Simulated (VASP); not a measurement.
Wanted: the native input for a VASP 6.6.1 run.

```
Task                               : single point
Functional                         : r2SCANh
Potentials or basis                : VASP PAW PBE potentials, release 64 (Ga_d, As)
Cutoff                             : 520 eV
k mesh                             : 5 × 5 × 4
Occupations                        : fermi-dirac, width 0.05 eV
Spin                               : no spin polarisation
Dipole correction                  : no
Grid for exact exchange (PRECFOCK) : Normal
Further INCAR settings             : ALGO = Normal; EDIFF = 1e-07; NBANDS = 16
Share of exact exchange            : 0.1
```

GaAs:

```xyz
2
Lattice="3.6064 0.0000 0.0000 -1.8032 3.1232 0.0000 0.0000 0.0000 3.5732" Properties=species:S:1:pos:R:3 pbc="T T T"
Ga    0.0000    2.0822    1.7866
As    0.0000    0.0000    0.0000
```

The input as run:

POSCAR

```
GaAs
1.0
    3.6064012100      0.0000000000      0.0000000000
   -1.8032006000      3.1232350600      0.0000000000
    0.0000000000      0.0000000000      3.5731941600
Ga As
1 1
Direct
    0.3333333300      0.6666666700      0.5000000000
    0.0000000000      0.0000000000      0.0000000000
```

INCAR.step1

```
ALGO = Normal ; EDIFF = 1E-5
ENCUT = 520 ; GGA = PE
ISIF = 2 ; ISMEAR = -1
LASPH = T ; LCHARG = F
LREAL = F ; LWAVE = T
NBANDS = 16 ; NELM = 100
PREC = Accurate ; SIGMA = 0.05
```

INCAR.step2

```
AEXX = 0.1 ; ALGO = Normal
EDIFF = 1E-7 ; ENCUT = 520
ISIF = 2 ; ISMEAR = -1
ISTART = 1 ; LASPH = T
LCHARG = F ; LHFCALC = T
LMIXTAU = T ; LREAL = F
LWAVE = F ; METAGGA = R2SCAN
NBANDS = 16 ; NELM = 100
PREC = Accurate ; PRECFOCK = Normal
SIGMA = 0.05
```

KPOINTS

```
k-points
0
Gamma
  5 5 4
```

Potentials or basis: VASP PAW PBE potentials, release 64 (Ga_d, As).

The run is started by

```bash
$ cat potpaw_PBE.64/Ga_d/POTCAR potpaw_PBE.64/As/POTCAR > POTCAR
$ cp INCAR.step1 INCAR
$ mpirun -np 1 vasp_std > vasp.out
$ cp INCAR.step2 INCAR
$ mpirun -np 1 vasp_std > vasp.out
```

Results of the run:

| Item | Value |
| --- | --- |
| Pressure | -2.9 GPa |
| Band gap on the k mesh | zero (bands 9 and 10 overlap by 3.64 eV) |

Caveat: the k points lie up to 0.44 Å⁻¹ apart, too coarse for converged energies and pressures of a metal; the PAW data sets were made with another functional, which shifts forces and pressure a little.

Wall time 30 min on 1 thread of Intel Xeon 8259CL, with other jobs on the host, peak memory 0.17 GiB.
